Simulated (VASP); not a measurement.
# Hg (P6_3/mmc) in VASP: a series of runs

Hg is run at these levels: r2SCAN; tasks: single point.

All numbers are computed with VASP 6.6.1; they aren't measurements. Logs are shortened: lines on timing, memory, paths and dates and some standing lists are left out, and cuts for length are marked.

## 1. The cell of the first run

It takes space group P6_3/mmc (No. 194, hexagonal). Conventional cell: a = 3.411 Å, b = 3.411 Å, c = 10.918 Å, α = 90.00°, β = 90.00°, γ = 120.00°. Within 4.4 Å of Hg (site symmetry -3m) lie 12 Hg at 3.37 to 3.41 Å. Hg (site symmetry -6m2) has 12 Hg at 3.37 to 3.41 Å within 4.4 Å.

## 2. Single point, r2SCAN (27.51 Å³/atom)

Contents of POSCAR:

```
Hg
1.0
    3.4114637394      0.0000000000      0.0000000000
   -1.7057318697      2.9544142624      0.0000000000
    0.0000000000      0.0000000000     10.9179720923
Hg
4
Direct
    1.0000000000      1.0000000000      1.0000000000
    1.0000000000      1.0000000000      0.5000000000
    0.3333333333      0.6666666667      0.2500000000
    0.6666666667      0.3333333333      0.7500000000
```

Contents of INCAR.step1:

```
SYSTEM = Hg
PREC = Accurate
ENCUT = 520
ISMEAR = -1
SIGMA = 0.1
LREAL = .FALSE.
LASPH = .TRUE.
NELM = 100
NBANDS = 32
GGA = PE
ALGO = Normal
EDIFF = 1E-4
LWAVE = .TRUE.
LCHARG = .FALSE.
```

Contents of INCAR.step2:

```
SYSTEM = Hg
PREC = Accurate
ENCUT = 520
EDIFF = 1E-6
ISMEAR = -1
SIGMA = 0.1
LREAL = .FALSE.
LASPH = .TRUE.
NELM = 100
ALGO = Normal
ISIF = 2
LWAVE = .FALSE.
LCHARG = .FALSE.
METAGGA = R2SCAN
LMIXTAU = .TRUE.
NBANDS = 32
ISTART = 1
```

Contents of KPOINTS:

```
regular mesh
0
G
  12 12 4
  0 0 0
```

Potentials or basis: VASP PAW PBE potentials, release 64 (Hg).

Run with:

```console
$ cat potpaw_PBE.64/Hg/POTCAR > POTCAR
$ cp INCAR.step1 INCAR
$ mpirun -np 1 vasp_std > vasp.out
$ cp INCAR.step2 INCAR
$ mpirun -np 1 vasp_std > vasp.out
```

OUTCAR:

```text
SYSTEM = Hg
   PREC = Accurate
   ENCUT = 520
   EDIFF = 1E-6
   ISMEAR = -1
   LREAL = .FALSE.
   LASPH = .TRUE.
   NELM = 100
   ISIF = 2
   METAGGA = R2SCAN
   ISTART = 1

 ion  position               nearest neighbor table
   1  0.000  0.000  0.000-   3 3.37   4 3.37   3 3.37   4 3.37   4 3.37   3 3.37
   2  0.000  0.000  0.500-   3 3.37   4 3.37   3 3.37   4 3.37   4 3.37   3 3.37
   3  0.333  0.667  0.250-   1 3.37   2 3.37   1 3.37   2 3.37   1 3.37   2 3.37
   4  0.667  0.333  0.750-   1 3.37   2 3.37   1 3.37   2 3.37   1 3.37   2 3.37

  LATTYP: Found a hexagonal cell.
 ALAT       =     3.4114637394
 C/A-ratio  =     3.2003775875

  Lattice vectors:

 A1 = (   3.4114637394,   0.0000000000,   0.0000000000)
 A2 = (  -1.7057318697,   2.9544142624,   0.0000000000)
 A3 = (   0.0000000000,   0.0000000000,  10.9179720923)

Analysis of symmetry for initial positions (statically):
=====================================================================
 Subroutine PRICEL returns:
 Original cell was already a primitive cell.

 Routine SETGRP: Setting up the symmetry group for a
 hexagonal supercell.

 Subroutine GETGRP returns: Found 24 space group operations
 (whereof 12 operations were pure point group operations)
 out of a pool of 24 trial point group operations.

The static configuration has the point symmetry D_3d.
 The point group associated with its full space group is D_6h.

Analysis of symmetry for dynamics (positions and initial velocities):
=====================================================================
 Subroutine PRICEL returns:
 Original cell was already a primitive cell.

 Routine SETGRP: Setting up the symmetry group for a
 hexagonal supercell.

 Subroutine GETGRP returns: Found 24 space group operations
 (whereof 12 operations were pure point group operations)
 out of a pool of 24 trial point group operations.

The dynamic configuration has the point symmetry D_3d.
 The point group associated with its full space group is D_6h.

 Subroutine INISYM returns: Found 24 space group operations
 (whereof 12 operations are pure point group operations),
 and found     1 'primitive' translations

----------------------------------------------------------------------------------------

                                     Primitive cell

[... 90 lines left out ...]
   LSORBIT =      F    spin-orbit coupling
   LASPH  =      T    aspherical Exc in radial PAW
   ENCUT  =  520.0 eV  38.22 Ry    6.18 a.u.   6.34  6.34 20.30*2*pi/ulx,y,z
   NELM   =    100;   NELMIN=  2; NELMDL=  0     # of ELM steps
   EDIFF  = 0.1E-05   stopping-criterion for ELM
   LREAL  =      F    real-space projection
   EDIFFG = 0.1E-04   stopping-criterion for IOM
   NSW    =      0    number of steps for IOM
   IBRION =     -1    ionic relax: 0-MD 1-quasi-New 2-CG
   NFREE  =      0    steps in history (QN), initial steepest desc. (CG)
   ISIF   =      2    stress and relaxation
   ISYM   =      2    0-nonsym 1-usesym 2-fastsym
   POTIM  = 0.5000    time-step for ionic-motion
   TEBEG  =    0.0;   TEEND  =   0.0 temperature during run
   PSTRESS=    0.0 pullay stress
   NELECT =      48.0000    total number of electrons
   NUPDOWN=      -1.0000    fix difference up-down
   EMIN   =  10.00;   EMAX   =-10.00  energy-range for DOS
   EFERMI =   0.00;   METHOD = LEGACY
   ISMEAR =    -1;   SIGMA  =   0.10  broadening in eV -4-tet -1-fermi 0-gaus
   EFERMI_NEDOS =   21; number of points for ismear=-14 and -15
   IALGO  =     38    algorithm
   IMIX   =      4    mixing-type and parameters
     AMIX     =   0.40;   BMIX     =  1.00
     AMIX_MAG =   1.60;   BMIX_MAG =  1.00
  volume/ion in A,a.u.               =      27.51       185.65
  Fermi-wavevector in a.u.,A,eV,Ry     =   1.241568  2.346223 20.973262  1.541491
  Thomas-Fermi vector in A             =   2.375960
   LORBIT       =      0    0 simple, 1 ext, 2 COOP (PROOUT), +10 PAW based schemes
   METAGGA = R2SCAN    functional components
   LHFCALC =     F    Hartree Fock is set to
   AEXX    =    0.0000 exact exchange contribution
   IVDW    =     0    specifies the selected vdW correction
   LEPSILON=     F    determine dielectric tensor
   LRPA    =     F    only Hartree local field effects (RPA)
 non-spin polarized calculation
  energy-cutoff  :      520.00
  volume of cell :      110.04
 maximum number of plane-waves:      2987
 NGX is ok and might be reduce to    28
   NGX = 13   NGY = 13   NGZ = 41

 number of electron      47.9999994 magnetization

 Free energy of the ion-electron system (eV)
  ---------------------------------------------------
  ext. energy  EPLUGINS =         0.00000000
  ---------------------------------------------------
  free energy    TOTEN  =      -197.43860760 eV

  energy without entropy =     -197.42145458  energy(sigma->0) =     -197.43003109

 E-fermi :   1.2113     XC(G=0): -10.5458

 val. band max:        1.1640201696   @ k =   0.2500   0.2500   0.0000
 cond. band min:       1.3464621489   @ k =   0.5000  -0.0000   0.0000
 fundamental gap:      0.1824419793
 Fermi energy:         1.2112645862

 k-point     1 :       0.0000    0.0000    0.0000
  band No.  band energies     occupation
      1      -6.5403      2.00000
      2      -6.0371      2.00000
      3      -5.8446      2.00000
      4      -5.8373      2.00000
      5      -5.4219      2.00000
      6      -5.4219      2.00000
[... 829 lines left out ...]
     31       9.1160      0.00000
     32      10.0992      0.00000

 [... further k-points ...]

------------------------ aborting loop because EDIFF is reached ----------------------------------------

  FORCE on cell =-STRESS in cart. coord.  units (eV):
  Direction    XX          YY          ZZ          XY          YZ          ZX
  --------------------------------------------------------------------------------------
  -------------------------------------------------------------------------------------
  Total        0.2035045      0.2035045      0.1324289      0.0000000     -0.0000000      0.0000000
  in kB        2.9629925      2.9629925      1.9281430      0.0000000     -0.0000000      0.0000000
  external PRESSURE =       2.6180427 kB  Pullay stress =       0.0000000 kB

 VOLUME and BASIS-vectors are now :
 -----------------------------------------------------------------------------
  energy-cutoff  :      520.00
  volume of cell :      110.04
      direct lattice vectors                 reciprocal lattice vectors
     3.411463739  0.000000000  0.000000000     0.293129306  0.169238284  0.000000000
    -1.705731870  2.954414262  0.000000000     0.000000000  0.338476568  0.000000000
     0.000000000  0.000000000 10.917972092     0.000000000  0.000000000  0.091592101

 POSITION                                       TOTAL-FORCE (eV/Angst)
 -----------------------------------------------------------------------------------
      0.00000      0.00000      0.00000         0.000000      0.000000      0.000000
      0.00000      0.00000      5.45899         0.000000      0.000000      0.000000
     -0.00000      1.96961      2.72949        -0.000000      0.000000      0.000000
      1.70573      0.98480      8.18848         0.000000     -0.000000     -0.000000
 -----------------------------------------------------------------------------------
    total drift:                                0.000000     -0.000000      0.000000

  FREE ENERGIE OF THE ION-ELECTRON SYSTEM (eV)
  ---------------------------------------------------
  free  energy   TOTEN  =      -197.4386076039 eV

  energy  without entropy=     -197.4214545814  energy(sigma->0) =     -197.43003109
```

Wall time 13 min (1 thread of Intel Xeon Platinum 8259CL at 2.50GHz (Skylake/Cascade Lake), shared host); peak memory 0.35 GiB.

What came out:

| Property | Result |
| --- | --- |
| Free energy | -197.4386 eV |
| Pressure | 0.3 GPa |
| Band gap on the k mesh | zero (bands 24 and 25 overlap by 0.39 eV) |

Stress tensor (GPa, compression positive):
```
0.30 0.00 0.00
0.00 0.30 0.00
0.00 0.00 0.19
```

Caveat: the PAW data sets were made with another functional, which shifts forces and pressure a little; spin-orbit coupling is left out, which moves the levels of the heavy elements.

## 3. Single point, r2SCAN (28.61 Å³/atom)

This run uses another cell than the first one, of 28.61 Å³/atom.

Contents of POSCAR:

```
Hg
1.0
    3.4563565683      0.0000000000      0.0000000000
   -1.7281782842      2.9932925927      0.0000000000
    0.0000000000      0.0000000000     11.0616460959
Hg
4
Direct
    1.0000000000      1.0000000000      1.0000000000
    1.0000000000      1.0000000000      0.5000000000
    0.3333333333      0.6666666667      0.2500000000
    0.6666666667      0.3333333333      0.7500000000
```

Contents of INCAR.step1:

```
  ALGO = Normal
  EDIFF = 1E-4
  ENCUT = 520
  GGA = PE
  ISMEAR = -1
  LASPH = T
  LCHARG = F
  LREAL = F
  LWAVE = T
  NBANDS = 32
  NELM = 100
  PREC = Accurate
  SIGMA = 0.1
```

Contents of INCAR.step2:

```
  ALGO = Normal
  EDIFF = 1E-6
  ENCUT = 520
  ISIF = 2
  ISMEAR = -1
  ISTART = 1
  LASPH = T
  LCHARG = F
  LMIXTAU = T
  LREAL = F
  LWAVE = F
  METAGGA = R2SCAN
  NBANDS = 32
  NELM = 100
  PREC = Accurate
  SIGMA = 0.1
```

Contents of KPOINTS:

```
k-points
0
Gamma
  12 12 4
```

Potentials or basis: VASP PAW PBE potentials, release 64 (Hg).

Run with:

```console
$ cat potpaw_PBE.64/Hg/POTCAR > POTCAR
$ cp INCAR.step1 INCAR
$ mpirun -np 1 vasp_std > vasp.out
$ cp INCAR.step2 INCAR
$ mpirun -np 1 vasp_std > vasp.out
```

Wall time 12 min (1 thread of Intel Xeon Platinum 8259CL at 2.50GHz (Skylake/Cascade Lake), shared host); peak memory 0.36 GiB.

Results (log left out):

| Property | Result |
| --- | --- |
| Free energy | -197.4401 eV |
| Pressure | -0.3 GPa |
| Band gap on the k mesh | zero (bands 24 and 25 overlap by 0.14 eV) |

Stress tensor (GPa, compression positive):
```
-0.26  0.00  0.00
 0.00 -0.26  0.00
 0.00  0.00 -0.39
```

Levels at points of the mesh, in eV from the Fermi level:
```tsv
k point	band 20	band 21	band 22	band 23	band 24	band 25	band 26	band 27	band 28	band 29
(0.00, 0.00, 0.00)	-5.69	-5.69	-5.66	-5.66	-1.52	-0.25	6.66	6.68	11.43	11.43
(0.50, 0.00, 0.00)	-5.60	-2.24	-2.01	-1.16	-0.57	-0.06	0.30	2.90	3.27	4.99
(0.00, 0.00, 0.50)	-5.77	-5.77	-5.77	-3.71	-3.71	2.64	2.64	11.12	11.12	11.73
(0.50, 0.00, 0.50)	-5.64	-2.01	-2.01	-1.38	-1.38	1.25	1.25	1.83	1.83	6.77
```

Caveat: the PAW data sets were made with another functional, which shifts forces and pressure a little; spin-orbit coupling is left out, which moves the levels of the heavy elements.

## 4. Single point, r2SCAN (29.71 Å³/atom)

This run uses another cell than the first one, of 29.71 Å³/atom.

Contents of POSCAR:

```
Hg
1.0
    3.5001125624      0.0000000000      0.0000000000
   -1.7500562812      3.0311863951      0.0000000000
    0.0000000000      0.0000000000     11.2016817986
Hg
4
Direct
    1.0000000000      1.0000000000      1.0000000000
    1.0000000000      1.0000000000      0.5000000000
    0.3333333333      0.6666666667      0.2500000000
    0.6666666667      0.3333333333      0.7500000000
```

Contents of INCAR.step1:

```
PREC     = Accurate       # precision mode
ENCUT    = 520            # plane-wave cutoff, eV
ISMEAR   = -1             # smearing method
SIGMA    = 0.1            # smearing width, eV
LREAL    = F              # projectors in reciprocal space
LASPH    = T              # aspherical terms in the spheres
NELM     = 100            # most SCF steps
NBANDS   = 32             # bands
GGA      = PE             # functional
ALGO     = Normal         # electronic algorithm
EDIFF    = 1E-4           # SCF threshold, eV
LWAVE    = T              # write WAVECAR
LCHARG   = F              # write CHGCAR
```

Contents of INCAR.step2:

```
PREC     = Accurate       # precision mode
ENCUT    = 520            # plane-wave cutoff, eV
EDIFF    = 1E-7           # SCF threshold, eV
ISMEAR   = -1             # smearing method
SIGMA    = 0.1            # smearing width, eV
LREAL    = F              # projectors in reciprocal space
LASPH    = T              # aspherical terms in the spheres
NELM     = 100            # most SCF steps
ALGO     = Normal         # electronic algorithm
ISIF     = 2              # what is computed and relaxed
LWAVE    = F              # write WAVECAR
LCHARG   = T              # write CHGCAR
METAGGA  = R2SCAN         # meta-GGA
LMIXTAU  = T            
LELF     = T              # ELF
LVHAR    = T            
NBANDS   = 32             # bands
ISTART   = 1
```

Contents of KPOINTS:

```
Automatic mesh
0
Gamma
  12 12 4
```

Potentials or basis: VASP PAW PBE potentials, release 64 (Hg).

Run with:

```console
$ cat potpaw_PBE.64/Hg/POTCAR > POTCAR
$ cp INCAR.step1 INCAR
$ mpirun -np 1 vasp_std > vasp.out
$ cp INCAR.step2 INCAR
$ mpirun -np 1 vasp_std > vasp.out
```

OUTCAR:

```text
PREC = Accurate
   ENCUT = 520
   EDIFF = 1E-7
   ISMEAR = -1
   LREAL = F
   LASPH = T
   NELM = 100
   ISIF = 2
   METAGGA = R2SCAN
   ISTART = 1

 ion  position               nearest neighbor table
   1  0.000  0.000  0.000-   3 3.45   4 3.45   3 3.45   4 3.45   4 3.45   3 3.45
   2  0.000  0.000  0.500-   3 3.45   4 3.45   3 3.45   4 3.45   4 3.45   3 3.45
   3  0.333  0.667  0.250-   1 3.45   2 3.45   1 3.45   2 3.45   1 3.45   2 3.45
   4  0.667  0.333  0.750-   1 3.45   2 3.45   1 3.45   2 3.45   1 3.45   2 3.45

  LATTYP: Found a hexagonal cell.
 ALAT       =     3.5001125624
 C/A-ratio  =     3.2003775875

  Lattice vectors:

 A1 = (   3.5001125624,   0.0000000000,   0.0000000000)
 A2 = (  -1.7500562812,   3.0311863951,   0.0000000000)
 A3 = (   0.0000000000,   0.0000000000,  11.2016817986)

Analysis of symmetry for initial positions (statically):
=====================================================================
 Subroutine PRICEL returns:
 Original cell was already a primitive cell.

 Routine SETGRP: Setting up the symmetry group for a
 hexagonal supercell.
[... 170 lines left out ...]

  energy without entropy =     -197.41991391  energy(sigma->0) =     -197.42404264

 E-fermi :   0.6601     XC(G=0): -10.1110

 val. band max:        0.5564005666   @ k =   0.0000   0.0000   0.0000
 cond. band min:       0.7327441411   @ k =   0.5000  -0.0000   0.0000
 fundamental gap:      0.1763435744
 Fermi energy:         0.6600746463

 k-point     1 :       0.0000    0.0000    0.0000
  band No.  band energies     occupation
      1      -6.5047      2.00000
      2      -6.2194      2.00000
      3      -6.0243      2.00000
      4      -6.0190      2.00000
      5      -5.7256      2.00000
      6      -5.7256      2.00000
[... 829 lines left out ...]
     31       8.3341      0.00000
     32       9.2343      0.00000

 [... further k-points ...]

------------------------ aborting loop because EDIFF is reached ----------------------------------------

  FORCE on cell =-STRESS in cart. coord.  units (eV):
  Direction    XX          YY          ZZ          XY          YZ          ZX
  --------------------------------------------------------------------------------------
  -------------------------------------------------------------------------------------
  Total       -0.4971880     -0.4971880     -0.6134382      0.0000000     -0.0000000      0.0000000
  in kB       -6.7027546     -6.7027546     -8.2699618      0.0000000     -0.0000000      0.0000000
  external PRESSURE =      -7.2251570 kB  Pullay stress =       0.0000000 kB

 VOLUME and BASIS-vectors are now :
 -----------------------------------------------------------------------------
  energy-cutoff  :      520.00
  volume of cell :      118.84
      direct lattice vectors                 reciprocal lattice vectors
     3.500112562  0.000000000  0.000000000     0.285705097  0.164951915  0.000000000
    -1.750056281  3.031186395  0.000000000     0.000000000  0.329903830  0.000000000
     0.000000000  0.000000000 11.201681799     0.000000000  0.000000000  0.089272309

 POSITION                                       TOTAL-FORCE (eV/Angst)
 -----------------------------------------------------------------------------------
      0.00000      0.00000      0.00000        -0.000000      0.000000     -0.000000
      0.00000      0.00000      5.60084        -0.000000      0.000000     -0.000000
     -0.00000      2.02079      2.80042        -0.000000     -0.000000      0.000000
      1.75006      1.01040      8.40126         0.000000      0.000000     -0.000000
 -----------------------------------------------------------------------------------
    total drift:                                0.000000     -0.000000      0.000000

  FREE ENERGIE OF THE ION-ELECTRON SYSTEM (eV)
  ---------------------------------------------------
  free  energy   TOTEN  =      -197.4281713749 eV

  energy  without entropy=     -197.4199139116  energy(sigma->0) =     -197.42404264
```

Wall time 14 min (1 thread of Intel Xeon Platinum 8259CL at 2.50GHz (Skylake/Cascade Lake), shared host); peak memory 0.37 GiB.

What came out:

| Property | Result |
| --- | --- |
| Free energy | -197.4282 eV |
| Pressure | -0.7 GPa |

Stress tensor (GPa, compression positive):
```
-0.67  0.00  0.00
 0.00 -0.67  0.00
 0.00  0.00 -0.83
```

Levels at points of the mesh, in eV from the Fermi level:
| k point | band 22 | band 23 | band 24 | band 25 | band 26 | band 27 |
| --- | --- | --- | --- | --- | --- | --- |
| (0.00, 0.00, 0.00) | -5.49 | -5.49 | -1.56 | -0.10 | 6.51 | 6.52 |
| (0.50, 0.00, 0.00) | -1.98 | -1.21 | -0.62 | 0.07 | 0.43 | 2.85 |
| (0.00, 0.00, 0.50) | -5.72 | -3.60 | -3.60 | 2.61 | 2.61 | 10.85 |
| (0.50, 0.00, 0.50) | -2.01 | -1.34 | -1.34 | 1.27 | 1.27 | 1.86 |

Caveat: the PAW data sets were made with another functional, which shifts forces and pressure a little; spin-orbit coupling is left out, which moves the levels of the heavy elements.

## 5. Overview

```tsv
cell	gap on the mesh (eV)	pressure (GPa)
a = 3.411, b = 3.411, c = 10.918 Å, angles 90.0, 90.0, 120.0°, 4 atoms	none	0.3
a = 3.456, b = 3.456, c = 11.062 Å, angles 90.0, 90.0, 120.0°, 4 atoms	none	-0.3
a = 3.500, b = 3.500, c = 11.202 Å, angles 90.0, 90.0, 120.0°, 4 atoms	-	-0.7
```

Alike in all rows: task single point; level r2SCAN; potentials or basis VASP PAW PBE potentials, release 64 (Hg); no spin polarisation; k mesh 12 × 12 × 4; cutoff (eV) 520; smearing fermi-dirac 0.1 eV.

Caveats: the PAW data sets were made with another functional, which shifts forces and pressure a little; spin-orbit coupling is left out, which moves the levels of the heavy elements.

Absolute energies hang on the potentials; compare differences alone.

The gap in the log of VASP goes by the Fermi energy; the results here count the filled bands.